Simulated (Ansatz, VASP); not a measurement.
**One calculation of C, two programs**

```xyz
2
Lattice="0.0000 1.7768 1.7768 1.7768 0.0000 1.7768 1.7768 1.7768 0.0000" Properties=species:S:1:pos:R:3 pbc="T T T"
C     0.0000    0.0000    0.0000
C     0.8884    0.8884    0.8884
```

Alike in both runs: task single point; functional PBEsol; k mesh 10 × 10 × 10; no spin polarisation.

|  | VASP | Ansatz |
| --- | --- | --- |
| version | VASP 6.6.1 | Ansatz 0.2.0 |
| potentials or method | VASP PAW PBE potentials, release 64 (C), cutoff 600 eV | scalar-relativistic, plane waves, PAW |
| occupations | gaussian, width 0.01 eV | fixed |
| valence electrons in the cell | 8 | 8 |

```tsv
	VASP	Ansatz	Ansatz less VASP
gap on the k mesh at the Fermi level (eV)	4.06	4.07	+0.008
least direct gap on the mesh (eV)	5.57	5.57	0.000
```

VASP's potentials were made for PBE, not for PBEsol, and Ansatz warns of the same on its side.
